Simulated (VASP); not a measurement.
# KCl in VASP: a series of runs, part 2 of 2

VASP 6.6.1. Earlier steps stand in the parts before.

### 4 Single point, PBEsol (strained)

Contents of INCAR:

```
SYSTEM = KCl
PREC = Accurate
ENCUT = 520
EDIFF = 1E-6
ISMEAR = 0
SIGMA = 0.02
LREAL = .False.
LASPH = .True.
NELM = 100
ALGO = Normal
ISIF = 2
LWAVE = .False.
LCHARG = .False.
GGA = PS
NBANDS = 15
```

Contents of KPOINTS:

```
regular mesh
0
Gamma
  6 6 6
  0 0 0
```

Contents of POSCAR:

```
KCl
1.0
    0.0000000000      3.2317517170      3.2317517170
    3.2317517170      0.0000000000      3.2317517170
    3.2317517170      3.2317517170      0.0000000000
K Cl
1 1
Direct
    0.0000000000      0.0000000000      0.0000000000
    0.5000000000      0.5000000000      0.5000000000
```

Potentials or basis: VASP PAW PBE potentials, release 64 (K_sv, Cl).

Command:

```console
$ cat potpaw_PBE.64/K_sv/POTCAR potpaw_PBE.64/Cl/POTCAR > POTCAR
$ mpirun -np 1 vasp_std > vasp.out
```

OUTCAR:

```text
SYSTEM = KCl
   PREC = Accurate
   ENCUT = 520
   EDIFF = 1E-6
   ISMEAR = 0
   LREAL = .False.
   LASPH = .True.
   NELM = 100
   ISIF = 2
   GGA = PS

 ion  position               nearest neighbor table
   1  0.000  0.000  0.000-   2 3.23   2 3.23   2 3.23   2 3.23   2 3.23   2 3.23
   2  0.500  0.500  0.500-   1 3.23   1 3.23   1 3.23   1 3.23   1 3.23   1 3.23

  LATTYP: Found a face centered cubic cell.
 ALAT       =     6.4635034340

  Lattice vectors:

 A1 = (   0.0000000000,   3.2317517170,   3.2317517170)
 A2 = (   3.2317517170,   0.0000000000,   3.2317517170)
 A3 = (   3.2317517170,   3.2317517170,   0.0000000000)

Analysis of symmetry for initial positions (statically):
=====================================================================
 Subroutine PRICEL returns:
 Original cell was already a primitive cell.

 Routine SETGRP: Setting up the symmetry group for a
 face centered cubic supercell.

 Subroutine GETGRP returns: Found 48 space group operations
 (whereof 48 operations were pure point group operations)
 out of a pool of 48 trial point group operations.

The static configuration has the point symmetry O_h .

Analysis of symmetry for dynamics (positions and initial velocities):
=====================================================================
 Subroutine PRICEL returns:
 Original cell was already a primitive cell.

 Routine SETGRP: Setting up the symmetry group for a
 face centered cubic supercell.

 Subroutine GETGRP returns: Found 48 space group operations
 (whereof 48 operations were pure point group operations)
 out of a pool of 48 trial point group operations.

The dynamic configuration has the point symmetry O_h .

 Subroutine INISYM returns: Found 48 space group operations
 (whereof 48 operations are pure point group operations),
 and found     1 'primitive' translations

----------------------------------------------------------------------------------------

                                     Primitive cell

  volume of cell :      67.5062

  direct lattice vectors                    reciprocal lattice vectors
     0.000000000  3.231751717  3.231751717    -0.154714856  0.154714856  0.154714856
     3.231751717  0.000000000  3.231751717     0.154714856 -0.154714856  0.154714856
     3.231751717  3.231751717  0.000000000     0.154714856  0.154714856 -0.154714856

  length of vectors
     4.570387108  4.570387108  4.570387108     0.267973990  0.267973990  0.267973990

  position of ions in fractional coordinates (direct lattice)
     0.000000000  0.000000000  0.000000000
     0.500000000  0.500000000  0.500000000

  ion indices of the primitive-cell ions
   primitive index   ion index
                 1           1
                 2           2

----------------------------------------------------------------------------------------

 KPOINTS: regular mesh

Automatic generation of k-mesh.
 Grid dimensions read from file:
 generate k-points for:    6    6    6

 Generating k-lattice:

  Cartesian coordinates                     Fractional coordinates (reciprocal lattice)
    -0.025785809  0.025785809  0.025785809     0.166666667  0.000000000  0.000000000
     0.025785809 -0.025785809  0.025785809     0.000000000  0.166666667  0.000000000
     0.025785809  0.025785809 -0.025785809     0.000000000  0.000000000  0.166666667

  Length of vectors
[... 30 lines left out ...]
   total plane-waves  NPLWV =  46656
   dimension x,y,z NGX =    36 NGY =   36 NGZ =   36
   dimension x,y,z NGXF=    72 NGYF=   72 NGZF=   72
   ions per type =               1   1
   NGX,Y,Z   is equivalent  to a cutoff of  13.09, 13.09, 13.09 a.u.
   NGXF,Y,Z  is equivalent  to a cutoff of  26.19, 26.19, 26.19 a.u.
 SYSTEM =  KCl
   PREC   = accura    normal or accurate (medium, high low for compatibility)
   ISTART =      0    job   : 0-new  1-cont  2-samecut
   ICHARG =      2    charge: 1-file 2-atom 10-const
   ISPIN  =      1    spin polarized calculation?
   LNONCOLLINEAR =      F non collinear calculations
   LSORBIT =      F    spin-orbit coupling
   LASPH  =      T    aspherical Exc in radial PAW
   ENCUT  =  520.0 eV  38.22 Ry    6.18 a.u.   8.50  8.50  8.50*2*pi/ulx,y,z
   NELM   =    100;   NELMIN=  2; NELMDL= -5     # of ELM steps
   EDIFF  = 0.1E-05   stopping-criterion for ELM
   LREAL  =      F    real-space projection
   EDIFFG = 0.1E-04   stopping-criterion for IOM
   NSW    =      0    number of steps for IOM
   IBRION =     -1    ionic relax: 0-MD 1-quasi-New 2-CG
   NFREE  =      0    steps in history (QN), initial steepest desc. (CG)
   ISIF   =      2    stress and relaxation
   ISYM   =      2    0-nonsym 1-usesym 2-fastsym
   POTIM  = 0.5000    time-step for ionic-motion
   TEBEG  =    0.0;   TEEND  =   0.0 temperature during run
   PSTRESS=    0.0 pullay stress
   NELECT =      16.0000    total number of electrons
   NUPDOWN=      -1.0000    fix difference up-down
   EMIN   =  10.00;   EMAX   =-10.00  energy-range for DOS
   EFERMI =   0.00;   METHOD = LEGACY
   ISMEAR =     0;   SIGMA  =   0.02  broadening in eV -4-tet -1-fermi 0-gaus
   EFERMI_NEDOS =   21; number of points for ismear=-14 and -15
   IALGO  =     38    algorithm
   IMIX   =      4    mixing-type and parameters
     AMIX     =   0.40;   BMIX     =  1.00
     AMIX_MAG =   1.60;   BMIX_MAG =  1.00
  volume/ion in A,a.u.               =      33.75       227.78
  Fermi-wavevector in a.u.,A,eV,Ry     =   1.013134  1.914545 13.965568  1.026440
  Thomas-Fermi vector in A             =   2.146285
   LORBIT       =      0    0 simple, 1 ext, 2 COOP (PROOUT), +10 PAW based schemes
   GGA     = PS    functional components
   LHFCALC =     F    Hartree Fock is set to
   AEXX    =    0.0000 exact exchange contribution
   IVDW    =     0    specifies the selected vdW correction
   LEPSILON=     F    determine dielectric tensor
   LRPA    =     F    only Hartree local field effects (RPA)
 non-spin polarized calculation
 Gauss-broadening in eV      SIGMA  =   0.02
  energy-cutoff  :      520.00
  volume of cell :       67.51
 maximum number of plane-waves:      1853
 NGX is ok and might be reduce to    36
   NGX = 17   NGY = 17   NGZ = 17

 number of electron      16.0000000 magnetization

 Free energy of the ion-electron system (eV)
  ---------------------------------------------------
  ext. energy  EPLUGINS =         0.00000000
  ---------------------------------------------------
  free energy    TOTEN  =        -6.99198435 eV

  energy without entropy =       -6.99198435  energy(sigma->0) =       -6.99198435

 E-fermi :  -2.0549     XC(G=0):  -7.3777

 val. band max:       -2.1996241492   @ k =   0.0000   0.0000   0.0000
 cond. band min:       2.5828322691   @ k =   0.0000   0.0000   0.0000
 fundamental gap:      4.7824564183
 Fermi energy:        -2.0548792373

 k-point     1 :       0.0000    0.0000    0.0000
  band No.  band energies     occupation
      1     -29.4487      2.00000
      2     -14.2050      2.00000
      3     -12.9720      2.00000
      4     -12.9720      2.00000
      5     -12.9720      2.00000
      6      -2.1996      2.00000
      7      -2.1996      2.00000
      8      -2.1996      2.00000
      9       2.5828      0.00000
     10       6.0528      0.00000
     11       6.0528      0.00000
     12       6.0528      0.00000
     13       6.8892      0.00000
     14       6.8892      0.00000
[... 257 lines left out ...]
      2     -14.1829      2.00000
      3     -13.0625      2.00000
      4     -13.0302      2.00000
      5     -12.9262      2.00000
      6      -2.7353      2.00000
      7      -2.5745      2.00000
      8      -2.5341      2.00000
      9       4.9122      0.00000
     10       6.3610      0.00000
     11       6.3950      0.00000
     12       7.5567      0.00000
     13       8.4313      0.00000
     14       9.1882      0.00000
     15       9.5991      0.00000

------------------------ aborting loop because EDIFF is reached ----------------------------------------

  FORCE on cell =-STRESS in cart. coord.  units (eV):
  Direction    XX          YY          ZZ          XY          YZ          ZX
  --------------------------------------------------------------------------------------
  -------------------------------------------------------------------------------------
  Total       -0.6163614     -0.6163614     -0.6163614      0.0000000      0.0000000     -0.0000000
  in kB      -14.6285765    -14.6285765    -14.6285765      0.0000000      0.0000000     -0.0000000
  external PRESSURE =     -14.6285765 kB  Pullay stress =       0.0000000 kB

 VOLUME and BASIS-vectors are now :
 -----------------------------------------------------------------------------
  energy-cutoff  :      520.00
  volume of cell :       67.51
      direct lattice vectors                 reciprocal lattice vectors
     0.000000000  3.231751717  3.231751717    -0.154714856  0.154714856  0.154714856
     3.231751717  0.000000000  3.231751717     0.154714856 -0.154714856  0.154714856
     3.231751717  3.231751717  0.000000000     0.154714856  0.154714856 -0.154714856

 POSITION                                       TOTAL-FORCE (eV/Angst)
 -----------------------------------------------------------------------------------
      0.00000      0.00000      0.00000         0.000000      0.000000      0.000000
      3.23175      3.23175      3.23175        -0.000000     -0.000000     -0.000000
 -----------------------------------------------------------------------------------
    total drift:                                0.000000      0.000000      0.000000

  FREE ENERGIE OF THE ION-ELECTRON SYSTEM (eV)
  ---------------------------------------------------
  free  energy   TOTEN  =        -6.9919843536 eV

  energy  without entropy=       -6.9919843536  energy(sigma->0) =       -6.99198435
```

OSZICAR:

```text
N       E                     dE             d eps       ncg     rms          rms(c)
DAV:   1     0.972027974890E+02    0.97203E+02   -0.68919E+03   480   0.937E+02
DAV:   2    -0.551967521632E+00   -0.97755E+02   -0.90863E+02   627   0.233E+02
DAV:   3    -0.700285803157E+01   -0.64509E+01   -0.64181E+01   683   0.513E+01
DAV:   4    -0.726057293188E+01   -0.25771E+00   -0.25768E+00   720   0.924E+00
DAV:   5    -0.726291049437E+01   -0.23376E-02   -0.23375E-02   697   0.982E-01    0.287E+00
DAV:   6    -0.699497517048E+01    0.26794E+00   -0.37952E-01   599   0.314E+00    0.233E+00
DAV:   7    -0.697939686592E+01    0.15578E-01   -0.86341E-02   648   0.167E+00    0.139E+00
DAV:   8    -0.699069642069E+01   -0.11300E-01   -0.17009E-02   641   0.940E-01    0.212E-01
DAV:   9    -0.699130882292E+01   -0.61240E-03   -0.11120E-03   606   0.202E-01    0.992E-02
DAV:  10    -0.699196902265E+01   -0.66020E-03   -0.66599E-04   522   0.160E-01    0.257E-02
DAV:  11    -0.699198112045E+01   -0.12098E-04   -0.37457E-05   664   0.360E-02    0.214E-02
DAV:  12    -0.699198415133E+01   -0.30309E-05   -0.14608E-05   536   0.189E-02    0.643E-03
DAV:  13    -0.699198435363E+01   -0.20231E-06   -0.12178E-06   542   0.709E-03
   1 F= -.69919844E+01 E0= -.69919844E+01  d E =-.280391E-26
```

stdout:

```text
POSCAR found type information on POSCAR K Cl
 POSCAR found :  2 types and       2 ions
 scaLAPACK will be used
 -----------------------------------------------------------------------------
|                                                                             |
|                                                                             |
|     You enforced a specific xc type in the INCAR file but a different       |
|     I HOPE YOU KNOW WHAT YOU ARE DOING!                                     |
|                                                                             |
 -----------------------------------------------------------------------------

 LDA part: xc-table for (Slater+PW92), standard interpolation
 POSCAR, INCAR and KPOINTS ok, starting setup
 FFT: planning ... GRIDC
 FFT: planning ... GRID_SOFT
 FFT: planning ... GRID
 WAVECAR not read
 entering main loop
```

Run time: 19 s. Hardware: 1 thread of AMD EPYC 7R13, shared host; peak memory 0.21 GiB.

Results:

| Property | Result |
| --- | --- |
| Free energy | -6.9920 eV |
| Pressure | -1.5 GPa |
| Band gap on the k mesh | 4.78 eV, direct |

Levels at points of the mesh, in eV from the valence-band top:
| k point | band 4 | band 5 | band 6 | band 7 | band 8 | band 9 | band 10 | band 11 | band 12 | band 13 |
| --- | --- | --- | --- | --- | --- | --- | --- | --- | --- | --- |
| (0.00, 0.00, 0.00) | -10.77 | -10.77 | 0.00 | 0.00 | 0.00 | 4.78 | 8.25 | 8.25 | 8.25 | 9.09 |
| (0.50, 0.00, 0.00) | -10.78 | -10.57 | -0.95 | -0.27 | -0.27 | 7.21 | 8.18 | 10.22 | 10.22 | 11.02 |
| (0.50, 0.50, 0.00) | -10.81 | -10.81 | -0.62 | -0.21 | -0.21 | 6.47 | 7.89 | 9.46 | 10.02 | 10.24 |

Caveat: the cell differs from its parent crystal (strained); the PAW data sets were made with another functional, which shifts forces and pressure a little.

### 5 Single point, PBEsol (atoms moved at random and the cell strained at random)

Contents of INCAR:

```
PREC     = Accurate       # precision mode
ENCUT    = 520            # plane-wave cutoff, eV
EDIFF    = 1E-6           # SCF threshold, eV
ISMEAR   = 0              # smearing method
SIGMA    = 0.02           # smearing width, eV
LREAL    = F              # projectors in reciprocal space
LASPH    = T              # aspherical terms in the spheres
NELM     = 80             # most SCF steps
ALGO     = Normal         # electronic algorithm
ISIF     = 2              # what is computed and relaxed
LWAVE    = F              # write WAVECAR
LCHARG   = F              # write CHGCAR
GGA      = PS             # functional
NBANDS   = 15             # bands
```

Contents of KPOINTS:

```
Automatic mesh
0
Gamma
  6 6 6
```

Contents of POSCAR:

```
KCl
1.0
    0.0094367390      3.1527545340      3.1811278730
    3.1729535740      0.0243019700      3.1662626420
    3.1489987750      3.1139345040      0.0482567690
K Cl
1 1
Direct
   -0.0129384367     -0.0032049048      0.0029039004
    0.5129384367      0.5032049048      0.4970960996
```

Command:

```console
$ cat potpaw_PBE.64/K_sv/POTCAR potpaw_PBE.64/Cl/POTCAR > POTCAR
$ mpirun -np 1 vasp_std > vasp.out
```

Wall time 100 s (1 thread of AMD EPYC 7R13, shared host); peak memory 0.26 GiB.

The run converged. Its results:

| Property | Result |
| --- | --- |
| Free energy | -7.0123 eV |
| Pressure | -0.2 GPa |
| Largest force | 0.152 eV/Å |
| Band gap on the k mesh | 5.01 eV, direct |

Forces on the atoms (eV/Å):
```
K    0.003  0.089  0.124
Cl  -0.003 -0.089 -0.124
```

Stress tensor (GPa, compression positive):
```
-0.48  0.03 -0.07
 0.03  0.02 -0.16
-0.07 -0.16 -0.14
```

Levels at points of the mesh, in eV from the valence-band top:
```tsv
k point	band 6	band 7	band 8	band 9	band 10	band 11
(0.00, 0.00, 0.00)	-0.04	-0.03	0.00	5.01	8.21	8.27
(0.50, 0.00, 0.00)	-1.11	-0.36	-0.33	7.41	8.46	10.37
(0.00, 0.50, 0.00)	-1.11	-0.37	-0.34	7.40	8.47	10.37
(0.50, 0.50, 0.00)	-0.70	-0.25	-0.24	6.39	8.22	9.71
(0.00, 0.00, 0.50)	-1.11	-0.38	-0.37	7.40	8.52	10.42
(0.50, 0.00, 0.50)	-0.68	-0.27	-0.25	6.38	8.23	9.86
(0.00, 0.50, 0.50)	-0.70	-0.27	-0.22	6.41	8.21	9.88
(0.50, 0.50, 0.50)	-1.11	-0.35	-0.32	7.42	8.44	10.39
```

Caveat: the cell differs from its parent crystal (atoms moved at random and the cell strained at random); the PAW data sets were made with another functional, which shifts forces and pressure a little.

### 6 Summary

| cell | gap on the mesh (eV) | pressure (GPa) |
| --- | --- | --- |
| a = 4.493 Å, angles 60.0°, 2 atoms | 4.93 | -0.8 |
| a = 4.505 Å, angles 60.0°, 2 atoms | 4.91 | -0.9 |
| a = 4.570 Å, angles 60.0°, 2 atoms | 4.78 | -1.5 |
| a = 4.479, b = 4.483, c = 4.429 Å, angles 59.0, 59.7, 59.5°, 2 atoms | 5.01 | -0.2 |

Alike in all rows: task single point; level PBEsol; potentials or basis VASP PAW PBE potentials, release 64 (K_sv, Cl); no spin polarisation; k mesh 6 × 6 × 6; cutoff (eV) 520; smearing gaussian 0.02 eV.

Caveats: the PAW data sets were made with another functional, which shifts forces and pressure a little.

Total energies depend on the potentials used, so only differences within one code and one set of settings carry meaning.
